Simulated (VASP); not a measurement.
# Mn3Cu (P-6m2) in VASP: a series of runs, part 2 of 2

VASP 6.6.1. Earlier steps stand in the parts before.

**3. Relaxation of cell and atoms, PBE, collinear spin, ferromagnetic start**

This run uses another cell than the first one, of 12.88 Å³/atom, 1.149 times its volume.

INCAR reads:

```
PREC     = Accurate       # precision mode
ENCUT    = 600            # plane-wave cutoff, eV
EDIFF    = 1E-6           # SCF threshold, eV
ISMEAR   = 0              # smearing method
SIGMA    = 0.1            # smearing width, eV
LREAL    = F              # projectors in reciprocal space
LASPH    = T              # aspherical terms in the spheres
NELM     = 150            # most SCF steps
ALGO     = Normal         # electronic algorithm
ISIF     = 3              # what is computed and relaxed
LWAVE    = F              # write WAVECAR
LCHARG   = F              # write CHGCAR
ISPIN    = 2              # spin polarisation
MAGMOM   = 4 4 4 0        # initial moments
LORBIT   = 11             # projections on sites
LMAXMIX  = 4              # l up to which the mixer works
GGA      = PE             # functional
IBRION   = 2              # ionic algorithm
NSW      = 90             # ionic steps
EDIFFG   = -0.04          # ionic threshold
```

KPOINTS reads:

```
regular mesh
0
Gamma
  6 6 2
```

POSCAR reads:

```
Mn3Cu
1.0
    2.6532478000      0.0000000000      0.0000000000
   -1.3266239000      2.2977800000      0.0000000000
    0.0000000000      0.0000000000      8.4506595100
Mn Cu
3 1
Direct
    0.3333333300      0.6666666700      0.0000000000
    0.6666666700      0.3333333300      0.2500000000
    0.6666666700      0.3333333300      0.7500000000
    0.3333333300      0.6666666700      0.5000000000
```

Potentials or basis: VASP PAW PBE potentials, release 64 (Mn_pv, Cu).

Started as:

```
$ cat potpaw_PBE.64/Mn_pv/POTCAR potpaw_PBE.64/Cu/POTCAR > POTCAR
$ mpirun -np 1 vasp_std > vasp.out
```

OUTCAR:

```text
PREC = Accurate
   ENCUT = 600
   EDIFF = 1E-6
   ISMEAR = 0
   LREAL = F
   LASPH = T
   NELM = 150
   ISIF = 3
   ISPIN = 2
   LORBIT = 11
   GGA = PE
   IBRION = 2
   NSW = 90
   EDIFFG = -0.04

 ion  position               nearest neighbor table
   1  0.333  0.667  0.000-   2 2.61   3 2.61   2 2.61   3 2.61   2 2.61   3 2.61
   2  0.667  0.333  0.250-   1 2.61   4 2.61   1 2.61   4 2.61   1 2.61   4 2.61
   3  0.667  0.333  0.750-   1 2.61   4 2.61   1 2.61   4 2.61   1 2.61   4 2.61
   4  0.333  0.667  0.500-   2 2.61   3 2.61   2 2.61   3 2.61   2 2.61   3 2.61

  LATTYP: Found a hexagonal cell.
 ALAT       =     2.6532478000
 C/A-ratio  =     3.1850245989

  Lattice vectors:

 A1 = (   2.6532478000,   0.0000000000,   0.0000000000)
 A2 = (  -1.3266239000,   2.2977800000,   0.0000000000)
 A3 = (   0.0000000000,   0.0000000000,   8.4506595100)

[... 391 lines left out ...]
 fundamental gap:      0.0099778819
 Fermi energy:         9.4882632399

 spin component 1

 k-point     1 :       0.0000    0.0000    0.0000
  band No.  band energies     occupation
      1     -39.0525      1.00000
      2     -38.9816      1.00000
      3     -38.5239      1.00000
      4     -38.5239      1.00000
      5     -38.5214      1.00000
      6     -38.5214      1.00000
[... 535 lines left out ...]
     35      17.0384      0.00000
     36      19.9416      0.00000
 Fermi energy:         9.4882632399

 spin component 2

 k-point     1 :       0.0000    0.0000    0.0000
  band No.  band energies     occupation
      1     -38.9099      1.00000
      2     -38.4714      1.00000
      3     -38.4714      1.00000
      4     -37.6264      1.00000
      5     -37.5531      1.00000
      6     -37.4239      1.00000
[... 566 lines left out ...]
  FREE ENERGIE OF THE ION-ELECTRON SYSTEM (eV)
  ---------------------------------------------------
  free  energy   TOTEN  =       -30.1749464430 eV

  energy  without entropy=      -30.1586490960  energy(sigma->0) =      -30.16679777

 reached required accuracy - stopping structural energy minimisation

 total charge

# of ion       s       p       d       tot
------------------------------------------
    1        0.426   6.402   5.172  12.000
    2        0.406   6.351   5.141  11.898
    3        0.406   6.351   5.141  11.898
    4        0.483   0.448   9.134  10.065
--------------------------------------------------
tot          1.720  19.552  24.589  45.861

 magnetization (x)

# of ion       s       p       d       tot
------------------------------------------
    1       -0.010  -0.015  -0.694  -0.719
    2        0.004   0.002   1.094   1.100
    3        0.004   0.002   1.094   1.100
    4       -0.009  -0.026   0.039   0.004
--------------------------------------------------
tot         -0.010  -0.038   1.532   1.484
```

OSZICAR:

```text
N       E                     dE             d eps       ncg     rms          rms(c)
DAV:   1     0.570688291399E+03    0.57069E+03   -0.29701E+04  2080   0.225E+03
DAV:   2     0.650571582974E+01   -0.56418E+03   -0.54217E+03  2028   0.539E+02
DAV:   3    -0.314206686476E+02   -0.37926E+02   -0.35651E+02  2132   0.156E+02
[... 445 lines left out ...]
DAV:   7    -0.301749364775E+02    0.80571E-04   -0.17149E-04  2672   0.312E-01    0.227E-02
DAV:   8    -0.301749432571E+02   -0.67796E-05   -0.24542E-05  2468   0.516E-02    0.741E-03
DAV:   9    -0.301749451353E+02   -0.18782E-05   -0.89718E-07  1164   0.928E-03    0.323E-03
DAV:  10    -0.301749462535E+02   -0.11182E-05   -0.20642E-07  1012   0.634E-03    0.140E-03
DAV:  11    -0.301749464430E+02   -0.18951E-06   -0.56428E-08  1008   0.349E-03
  13 F= -.30174946E+02 E0= -.30166798E+02  d E =-.162263E-02  mag=     1.4796
```

Wall time 24 min (1 thread of Intel Xeon Platinum 8488C (Sapphire Rapids), shared host); peak memory 0.28 GiB.

What came out:

```yaml
Free_energy: -30.1749 eV
Relaxed_volume: 11.19 Å³/atom
Relaxed_cell: a = 2.497 Å, b = 2.497 Å, c = 8.293 Å, α = 90.00°, β = 90.00°, γ = 120.00°
Space_group_after_relaxing_to_0.05_Å: P-6m2 (No. 187)
Energy_gained_by_relaxing: 261.9 meV/atom
Ionic_steps: 13
Pressure_after_relaxing: 0.5 GPa
Largest_force_after_relaxing: 0.031 eV/Å
Net_moment: 1.48 μB per cell
Site_moments: Mn -0.72, +1.10; Cu +0.00 μB
Valence_electrons_inside_the_program's_atomic_spheres: Mn 12.00, 11.90; Cu 10.06
```

Forces in eV/Å, atoms in the order of the input:
```
Mn   0.000  0.000  0.000
Mn   0.000  0.000 -0.031
Mn   0.000  0.000  0.031
Cu   0.000  0.000  0.000
```

Step by step:
```
step  energy change (eV)  largest force (eV/Å)  pressure (GPa)  volume (Å³)
   1              0.0000                0.2785           -2.20        51.52
   2             -0.1232                0.4134           -8.33        50.20
   3             -0.9711                0.5440           -4.48        46.32
   4             -0.9610                0.4795            0.16        45.28
   5             -0.9736                0.5240           -3.16        46.01
   6             -0.9855                0.4465           -0.29        45.27
   7             -0.9860                0.4243            0.56        45.08
   8             -1.0041                0.3627            0.63        44.99
   9             -1.0383                0.1711            1.02        44.73
  10             -1.0161                0.3495            3.35        44.18
  11             -1.0455                0.0680            1.44        44.58
  12             -1.0459                0.0276            1.62        44.53
  13             -1.0476                0.0310            0.47        44.77
```

Final structure:
```yaml
crystal:
  lattice:
    - [2.49674, 0.00000, 0.00000]
    - [-1.24837, 2.16224, 0.00000]
    - [0.00000, 0.00000, 8.29290]
  atoms:
    - { symbol: Mn, position: [0.33333, 0.66667, 0.00000] }
    - { symbol: Mn, position: [0.66667, 0.33333, 0.23811] }
    - { symbol: Mn, position: [0.66667, 0.33333, 0.76189] }
    - { symbol: Cu, position: [0.33333, 0.66667, 0.50000] }
```

Caveat: the k points lie up to 0.48 Å⁻¹ apart in the final cell; the moment fell far below its start of 4 μB, so a state of higher moment may lie lower in energy.
